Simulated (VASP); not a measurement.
# Al6H in VASP: a series of runs, part 2 of 2

VASP 6.6.1.

## (3) Single point, PBE

INCAR

```
SYSTEM = Al6H
ALGO = Normal
DIPOL = 0.5 0.5 0.291
EDIFF = 1E-6
ENCUT = 520
GGA = PE
IDIPOL = 3
ISIF = 2
ISMEAR = 0
LASPH = .True.
LCHARG = .False.
LDIPOL = .True.
LREAL = .False.
LWAVE = .False.
NBANDS = 32
NELM = 100
PREC = Accurate
SIGMA = 0.1
```

KPOINTS

```
k-points
0
Gamma
  5 5 1
  0 0 0
```

POSCAR

```
Al6H
1.0
    5.7135165837      0.0000000000      0.0000000000
    0.0000000000      5.7135165837      0.0000000000
    0.0000000000      0.0000000000     22.1746954375
Al H
12 2
Direct
    0.2500000000      0.2500000000      0.1803857921
    0.2500000000      0.7500000000      0.1803857921
    0.7500000000      0.2500000000      0.1803857921
    0.7500000000      0.7500000000      0.1803857921
    0.0000000000      0.0000000000      0.2744050924
    0.0000000000      0.5000000000      0.2744050924
    0.5000000000      0.0000000000      0.2744050924
    0.5000000000      0.5000000000      0.2744050924
    0.2500000000      0.2500000000      0.3686497278
    0.2500000000      0.7500000000      0.3686497278
    0.7500000000      0.2500000000      0.3686497278
    0.7500000000      0.7500000000      0.3686497278
    0.0000000000     -0.1033514109      0.3889431294
    0.0000000000      0.1033514109      0.3889431294
```

Potentials or basis: VASP PAW PBE potentials, release 64 (Al, H).

Started as:

```
$ cat potpaw_PBE.64/Al/POTCAR potpaw_PBE.64/H/POTCAR > POTCAR
$ mpirun -np 1 vasp_std > vasp.out
```

OUTCAR:

```text
SYSTEM = Al6H
   EDIFF = 1E-6
   ENCUT = 520
   GGA = PE
   ISIF = 2
   ISMEAR = 0
   LASPH = .True.
   LREAL = .False.
   NELM = 100
   PREC = Accurate

 ion  position               nearest neighbor table
   1  0.250  0.250  0.180-   2 2.86   3 2.86   2 2.86   3 2.86   7 2.90   8 2.90   5 2.90   6 2.90

   2  0.250  0.750  0.180-   1 2.86   4 2.86   1 2.86   4 2.86   7 2.90   8 2.90   5 2.90   6 2.90

   3  0.750  0.250  0.180-   1 2.86   4 2.86   4 2.86   1 2.86   7 2.90   8 2.90   5 2.90   6 2.90
[... 4 lines left out ...]
                            11 2.91  12 2.91   9 2.91  10 2.91
   6  0.000  0.500  0.274-   5 2.86   8 2.86   5 2.86   8 2.86   1 2.90   2 2.90   3 2.90   4 2.90
                            11 2.91  12 2.91   9 2.91  10 2.91
   7  0.500  0.000  0.274-   5 2.86   8 2.86   8 2.86   5 2.86   1 2.90   2 2.90   3 2.90   4 2.90
                            11 2.91  12 2.91   9 2.91  10 2.91
   8  0.500  0.500  0.274-   6 2.86   7 2.86   7 2.86   6 2.86   1 2.90   2 2.90   3 2.90   4 2.90
                            11 2.91  12 2.91   9 2.91  10 2.91
   9  0.250  0.250  0.369-  14 1.72  11 2.86  10 2.86  10 2.86  11 2.86   6 2.91   7 2.91   8 2.91
                             5 2.91
  10  0.250  0.750  0.369-  13 1.72  12 2.86   9 2.86   9 2.86  12 2.86   6 2.91   7 2.91   8 2.91
                             5 2.91
  11  0.750  0.250  0.369-  14 1.72  12 2.86   9 2.86  12 2.86   9 2.86   6 2.91   7 2.91   8 2.91
                             5 2.91
  12  0.750  0.750  0.369-  13 1.72  11 2.86  10 2.86  11 2.86  10 2.86   6 2.91   7 2.91   8 2.91
                             5 2.91
  13  0.000  0.897  0.389-  10 1.72  12 1.72
  14  0.000  0.103  0.389-   9 1.72  11 1.72

  LATTYP: Found a simple tetragonal cell.
 ALAT       =     5.7135165837
 C/A-ratio  =     3.8810940885

  Lattice vectors:

 A1 = (   5.7135165837,   0.0000000000,   0.0000000000)
 A2 = (   0.0000000000,   5.7135165837,   0.0000000000)
 A3 = (   0.0000000000,   0.0000000000,  22.1746954375)

Analysis of symmetry for initial positions (statically):
=====================================================================
[... 178 lines left out ...]
  ext. energy  EPLUGINS =         0.00000000
  ---------------------------------------------------
  free energy    TOTEN  =       -46.63381241 eV

  energy without entropy =      -46.61381790  energy(sigma->0) =      -46.62381516

 E-fermi :  -0.7802     XC(G=0):  -3.7572

 val. band max:       -0.8329707363   @ k =   0.4000   0.4000   0.0000
 cond. band min:      -0.7612060712   @ k =  -0.2000   0.4000   0.0000
 fundamental gap:      0.0717646651
 Fermi energy:        -0.7801608935

 k-point     1 :       0.0000    0.0000    0.0000
  band No.  band energies     occupation
      1     -11.7185      2.00000
      2     -10.1511      2.00000
      3      -7.8314      2.00000
      4      -6.9543      2.00000
      5      -6.6177      2.00000
      6      -6.4803      2.00000
[... 295 lines left out ...]
     30       2.4822      0.00000
     31       2.5766      0.00000
 [bands above 31 left out]

------------------------ aborting loop because EDIFF is reached ----------------------------------------

 vacuum level on the upper side and lower side of the slab       (xc-potential included)        -0.236         0.036

  FORCE on cell =-STRESS in cart. coord.  units (eV):
  Direction    XX          YY          ZZ          XY          YZ          ZX
  --------------------------------------------------------------------------------------
  -------------------------------------------------------------------------------------
  Total       -4.8722285     -4.8998716      2.3047044      0.0000000      0.0000000      0.0000000
  in kB      -10.7838436    -10.8450270      5.1010687      0.0000000      0.0000000      0.0000000
  external PRESSURE =      -5.5092673 kB  Pullay stress =       0.0000000 kB

 VOLUME and BASIS-vectors are now :
 -----------------------------------------------------------------------------
  energy-cutoff  :      520.00
  volume of cell :      723.88
      direct lattice vectors                 reciprocal lattice vectors
     5.713516584  0.000000000  0.000000000     0.175023558  0.000000000  0.000000000
     0.000000000  5.713516584  0.000000000     0.000000000  0.175023558  0.000000000
     0.000000000  0.000000000 22.174695437     0.000000000  0.000000000  0.045096448

 POSITION                                       TOTAL-FORCE (eV/Angst)
 -----------------------------------------------------------------------------------
      1.42838      1.42838      4.00000        -0.061160     -0.056866     -0.005191
      1.42838      4.28514      4.00000        -0.061160      0.056866     -0.005191
      4.28514      1.42838      4.00000         0.061160     -0.056866     -0.005191
      4.28514      4.28514      4.00000         0.061160      0.056866     -0.005191
      0.00000      0.00000      6.08485         0.000000      0.000000     -0.436217
      0.00000      2.85676      6.08485         0.000000      0.000000     -0.091995
      2.85676      0.00000      6.08485         0.000000      0.000000     -0.037657
      2.85676      2.85676      6.08485         0.000000      0.000000     -0.134233
      1.42838      1.42838      8.17470         0.850209      0.790183     -0.258053
      1.42838      4.28514      8.17470         0.850209     -0.790183     -0.258053
      4.28514      1.42838      8.17470        -0.850209      0.790183     -0.258053
      4.28514      4.28514      8.17470        -0.850209     -0.790183     -0.258053
      0.00000      5.12302      8.62470         0.000000     -0.853070      0.876540
      0.00000      0.59050      8.62470         0.000000      0.853070      0.876540
 -----------------------------------------------------------------------------------
    total drift:                                0.000000     -0.000000      0.000047

  FREE ENERGIE OF THE ION-ELECTRON SYSTEM (eV)
  ---------------------------------------------------
  free  energy   TOTEN  =       -46.6338124143 eV

  energy  without entropy=      -46.6138178961  energy(sigma->0) =      -46.62381516

 vacuum level on the upper side and lower side of the slab         3.281         3.561
```

OSZICAR:

```text
N       E                     dE             d eps       ncg     rms          rms(c)
DAV:   1     0.138321336434E+03    0.13832E+03   -0.10937E+04   576   0.817E+02
DAV:   2    -0.372816763437E+02   -0.17560E+03   -0.16968E+03   824   0.143E+02
DAV:   3    -0.486371616544E+02   -0.11355E+02   -0.11090E+02   768   0.371E+01
[... 17 lines left out ...]
DAV:  21    -0.466337813126E+02   -0.16088E-04   -0.10517E-06   600   0.308E-03    0.116E-03
DAV:  22    -0.466337975958E+02   -0.16283E-04   -0.80763E-07   600   0.228E-03    0.627E-04
DAV:  23    -0.466338076557E+02   -0.10060E-04   -0.36597E-07   456   0.156E-03    0.257E-04
DAV:  24    -0.466338120797E+02   -0.44240E-05   -0.26682E-07   416   0.116E-03    0.233E-04
DAV:  25    -0.466338124143E+02   -0.33456E-06   -0.31692E-08   488   0.555E-04
   1 F= -.46633812E+02 E0= -.46623815E+02  d E =-.199945E-01
```

stdout:

```text
POSCAR found type information on POSCAR AlH
 POSCAR found :  2 types and      14 ions
 scaLAPACK will be used
 LDA part: xc-table for (Slater+PW92), standard interpolation
 POSCAR, INCAR and KPOINTS ok, starting setup
 FFT: planning ... GRIDC
 FFT: planning ... GRID_SOFT
 FFT: planning ... GRID
 WAVECAR not read
 entering main loop
```

It took 14 min on 1 thread of Intel Xeon 8259CL, shared host; peak memory 0.68 GiB.

Results:

```yaml
Free_energy: -46.6338 eV
Largest_force: 1.223 eV/Å
Band_gap_on_the_k_mesh: zero (bands 19 and 20 overlap by 0.66 eV)
```

Forces on the atoms (eV/Å):
```
Al  -0.061 -0.057 -0.005
Al  -0.061  0.057 -0.005
Al   0.061 -0.057 -0.005
Al   0.061  0.057 -0.005
Al   0.000  0.000 -0.436
Al   0.000  0.000 -0.092
Al   0.000  0.000 -0.038
Al   0.000  0.000 -0.134
Al   0.850  0.790 -0.258
Al   0.850 -0.790 -0.258
Al  -0.850  0.790 -0.258
Al  -0.850 -0.790 -0.258
H    0.000 -0.853  0.877
H    0.000  0.853  0.877
```

## (4) Single point, PBE

INCAR

```
SYSTEM = Al6H
PREC     = Accurate       ! precision mode
ENCUT    = 520            ! plane-wave cutoff, eV
EDIFF    = 1E-7           ! SCF threshold, eV
ISMEAR   = 0              ! smearing method
SIGMA    = 0.1            ! smearing width, eV
LREAL    = .False.        ! projectors in reciprocal space
LASPH    = .True.         ! aspherical terms in the spheres
NELM     = 60             ! most SCF steps
ALGO     = Normal         ! electronic algorithm
ISIF     = 2              ! what is computed and relaxed
LWAVE    = .False.        ! write WAVECAR
LCHARG   = .False.        ! write CHGCAR
LDIPOL   = .True.       
IDIPOL   = 3            
DIPOL    = 0.5 0.5 0.295
GGA      = PE             ! functional
NBANDS   = 32             ! bands
```

KPOINTS

```
regular mesh
0
Gamma
  5 5 1
  0 0 0
```

POSCAR: that of step 3 with these lines changed.

```diff
@@ -20,3 +20,3 @@
     0.7500000000      0.7500000000      0.3686497278
-    0.0000000000     -0.1033514109      0.3889431294
-    0.0000000000      0.1033514109      0.3889431294
+    0.0000000000     -0.1033514109      0.4178048562
+    0.0000000000      0.1033514109      0.4178048562
```

Started as:

```
$ cat potpaw_PBE.64/Al/POTCAR potpaw_PBE.64/H/POTCAR > POTCAR
$ mpirun -np 1 vasp_std > vasp.out
```

Run time: 15 min. Hardware: 1 thread of Intel Xeon 8259CL, shared host; peak memory 0.68 GiB.

It converged, with:

```yaml
Free_energy: -47.1514 eV
Largest_force: 0.443 eV/Å
Band_gap_on_the_k_mesh: zero (bands 19 and 20 overlap by 0.85 eV)
```

Forces in eV/Å, atoms in the order of the input:
```
Al  -0.034 -0.019  0.025
Al  -0.034  0.019  0.025
Al   0.034 -0.019  0.025
Al   0.034  0.019  0.025
Al   0.000  0.000  0.103
Al   0.000  0.000  0.046
Al   0.000  0.000 -0.050
Al   0.000  0.000 -0.062
Al   0.173  0.230  0.042
Al   0.173 -0.230  0.042
Al  -0.173  0.230  0.042
Al  -0.173 -0.230  0.042
H    0.000 -0.416 -0.152
H    0.000  0.416 -0.152
```

Levels at points of the mesh, in eV from the Fermi level:
| k point | band 15 | band 16 | band 17 | band 18 | band 19 | band 20 | band 21 | band 22 | band 23 | band 24 |
| --- | --- | --- | --- | --- | --- | --- | --- | --- | --- | --- |
| (0.00, 0.00, 0.00) | -1.59 | -1.24 | -0.97 | -0.76 | -0.38 | -0.23 | -0.10 | -0.06 | 0.97 | 1.24 |

## (5) Single point, PBE

INCAR

```
PREC     = Accurate       # precision mode
ENCUT    = 520            # plane-wave cutoff, eV
EDIFF    = 1E-6           # SCF threshold, eV
ISMEAR   = 0              # smearing method
SIGMA    = 0.1            # smearing width, eV
LREAL    = False          # projectors in reciprocal space
LASPH    = True           # aspherical terms in the spheres
NELM     = 60             # most SCF steps
ALGO     = Normal         # electronic algorithm
ISIF     = 2              # what is computed and relaxed
LWAVE    = False          # write WAVECAR
LCHARG   = True           # write CHGCAR
LDIPOL   = True         
IDIPOL   = 3            
DIPOL    = 0.5 0.5 0.299
GGA      = PE             # functional
LELF     = True           # ELF
LVHAR    = True         
LVACPOTAV= True         
NBANDS   = 32             # bands
```

KPOINTS

```
regular mesh
0
Gamma
  5 5 1
```

POSCAR: that of step 4 with these lines changed.

```diff
@@ -20,3 +20,3 @@
     0.7500000000      0.7500000000      0.3686497278
-    0.0000000000     -0.1033514109      0.4178048562
-    0.0000000000      0.1033514109      0.4178048562
+    0.0000000000     -0.1033514109      0.4466665829
+    0.0000000000      0.1033514109      0.4466665829
```

Potentials or basis: VASP PAW PBE potentials, release 64 (Al, H).

Started as:

```
$ cat potpaw_PBE.64/Al/POTCAR potpaw_PBE.64/H/POTCAR > POTCAR
$ mpirun -np 1 vasp_std > vasp.out
```

OUTCAR:

```text
PREC = Accurate
   ENCUT = 520
   EDIFF = 1E-6
   ISMEAR = 0
   LREAL = False
   LASPH = True
   NELM = 60
   ISIF = 2
   GGA = PE

 ion  position               nearest neighbor table
   1  0.250  0.250  0.180-   2 2.86   3 2.86   2 2.86   3 2.86   7 2.90   8 2.90   5 2.90   6 2.90

   2  0.250  0.750  0.180-   1 2.86   4 2.86   1 2.86   4 2.86   7 2.90   8 2.90   5 2.90   6 2.90

   3  0.750  0.250  0.180-   1 2.86   4 2.86   4 2.86   1 2.86   7 2.90   8 2.90   5 2.90   6 2.90
[... 15 lines left out ...]
  11  0.750  0.250  0.369-   9 2.86  12 2.86  12 2.86   9 2.86   5 2.91   6 2.91   7 2.91   8 2.91

  12  0.750  0.750  0.369-  10 2.86  11 2.86  11 2.86  10 2.86   5 2.91   6 2.91   7 2.91   8 2.91

  13  0.000  0.897  0.447-
  14  0.000  0.103  0.447-

  LATTYP: Found a simple tetragonal cell.
 ALAT       =     5.7135165837
 C/A-ratio  =     3.8810940885

  Lattice vectors:

 A1 = (   5.7135165837,   0.0000000000,   0.0000000000)
 A2 = (   0.0000000000,   5.7135165837,   0.0000000000)
[... 503 lines left out ...]

  FORCE on cell =-STRESS in cart. coord.  units (eV):
  Direction    XX          YY          ZZ          XY          YZ          ZX
  --------------------------------------------------------------------------------------
  -------------------------------------------------------------------------------------
  Total       -6.9717552     -9.7596117     -2.3862686      0.0000000      0.0000000      0.0000000
  in kB      -15.4307865    -21.6012296     -5.2815971      0.0000000      0.0000000      0.0000000
  external PRESSURE =     -14.1045377 kB  Pullay stress =       0.0000000 kB

 VOLUME and BASIS-vectors are now :
 -----------------------------------------------------------------------------
  energy-cutoff  :      520.00
  volume of cell :      723.88
      direct lattice vectors                 reciprocal lattice vectors
     5.713516584  0.000000000  0.000000000     0.175023558  0.000000000  0.000000000
     0.000000000  5.713516584  0.000000000     0.000000000  0.175023558  0.000000000
     0.000000000  0.000000000 22.174695437     0.000000000  0.000000000  0.045096448

 POSITION                                       TOTAL-FORCE (eV/Angst)
 -----------------------------------------------------------------------------------
      1.42838      1.42838      4.00000        -0.004844      0.007589      0.053981
      1.42838      4.28514      4.00000        -0.004844     -0.007589      0.053981
      4.28514      1.42838      4.00000         0.004844      0.007589      0.053981
      4.28514      4.28514      4.00000         0.004844     -0.007589      0.053981
      0.00000      0.00000      6.08485         0.000000      0.000000      0.171036
      0.00000      2.85676      6.08485         0.000000      0.000000      0.006852
      2.85676      0.00000      6.08485         0.000000      0.000000     -0.081721
      2.85676      2.85676      6.08485         0.000000      0.000000      0.030622
      1.42838      1.42838      8.17470         0.119438      0.171750      0.086502
      1.42838      4.28514      8.17470         0.119438     -0.171750      0.086502
      4.28514      1.42838      8.17470        -0.119438      0.171750      0.086502
      4.28514      4.28514      8.17470        -0.119438     -0.171750      0.086502
      0.00000      5.12302      9.90470         0.000000      1.996455     -0.344361
      0.00000      0.59050      9.90470         0.000000     -1.996455     -0.344361
 -----------------------------------------------------------------------------------
    total drift:                               -0.000000      0.000000     -0.000127

  FREE ENERGIE OF THE ION-ELECTRON SYSTEM (eV)
  ---------------------------------------------------
  free  energy   TOTEN  =       -46.6660122578 eV

  energy  without entropy=      -46.6388519371  energy(sigma->0) =      -46.65243210

 vacuum level on the upper side and lower side of the slab         3.603         3.447
```

OSZICAR:

```text
N       E                     dE             d eps       ncg     rms          rms(c)
DAV:   1     0.129920812504E+03    0.12992E+03   -0.10886E+04   576   0.817E+02
DAV:   2    -0.382059910850E+02   -0.16813E+03   -0.16198E+03   816   0.139E+02
DAV:   3    -0.478604654268E+02   -0.96545E+01   -0.94053E+01   728   0.341E+01
[... 17 lines left out ...]
DAV:  21    -0.466659958548E+02   -0.12427E-04   -0.42215E-07   504   0.200E-03    0.580E-04
DAV:  22    -0.466660060911E+02   -0.10236E-04   -0.39939E-07   520   0.164E-03    0.323E-04
DAV:  23    -0.466660107968E+02   -0.47057E-05   -0.23247E-07   480   0.131E-03    0.136E-04
DAV:  24    -0.466660118549E+02   -0.10582E-05   -0.52033E-08   464   0.835E-04    0.966E-05
DAV:  25    -0.466660122578E+02   -0.40287E-06   -0.23912E-08   464   0.626E-04
   1 F= -.46666012E+02 E0= -.46652432E+02  d E =-.271603E-01
```

stdout:

```text
POSCAR found type information on POSCAR AlH
 POSCAR found :  2 types and      14 ions
 scaLAPACK will be used
 LDA part: xc-table for (Slater+PW92), standard interpolation
 POSCAR, INCAR and KPOINTS ok, starting setup
 FFT: planning ... GRIDC
 FFT: planning ... GRID_SOFT
 FFT: planning ... GRID
 WAVECAR not read
 entering main loop
 -----------------------------------------------------------------------------
|                                                                             |
|           W    W    AA    RRRRR   N    N  II  N    N   GGGG   !!!           |
|           W    W   A  A   R    R  NN   N  II  NN   N  G    G  !!!           |
|           W    W  A    A  R    R  N N  N  II  N N  N  G       !!!           |
|           W WW W  AAAAAA  RRRRR   N  N N  II  N  N N  G  GGG   !            |
|           WW  WW  A    A  R   R   N   NN  II  N   NN  G    G                |
|           W    W  A    A  R    R  N    N  II  N    N   GGGG   !!!           |
|                                                                             |
|     Did not find any points to average over, which means that no vacuum     |
|     field-free region was found. Please increase the size of  your cell     |
|     in the dimension of the dipole correction to obtain accurate            |
|     workfunction values.                                                    |
|                                                                             |
 -----------------------------------------------------------------------------
```

Wall time 15 min (1 thread of Intel Xeon 8259CL, shared host); peak memory 0.68 GiB.

What came out:

| Quantity | Value |
| --- | --- |
| Free energy | -46.6660 eV |
| Largest force | 2.026 eV/Å |
| Band gap on the k mesh | zero (bands 19 and 20 overlap by 0.81 eV) |

Forces in eV/Å, atoms in the order of the input:
```
Al  -0.005  0.008  0.054
Al  -0.005 -0.008  0.054
Al   0.005  0.008  0.054
Al   0.005 -0.008  0.054
Al   0.000  0.000  0.171
Al   0.000  0.000  0.007
Al   0.000  0.000 -0.082
Al   0.000  0.000  0.031
Al   0.119  0.172  0.087
Al   0.119 -0.172  0.087
Al  -0.119  0.172  0.087
Al  -0.119 -0.172  0.087
H    0.000  1.996 -0.344
H    0.000 -1.996 -0.344
```

## (6) The runs side by side

```csv
cell,gap on the mesh (eV),largest force (eV/Å)
"as given, atomic positions A",none,3.47
"as given, atomic positions B",none,1.22
"as given, atomic positions C",none,0.44
"as given, atomic positions D",none,2.03
```

Alike in all rows: task single point; level PBE; potentials or basis VASP PAW PBE potentials, release 64 (Al, H); no spin polarisation; k mesh 5 × 5 × 1; cutoff (eV) 520; smearing gaussian 0.1 eV.

Absolute energies hang on the potentials; compare differences alone.

The gap in the log of VASP goes by the Fermi energy; the results here count the filled bands.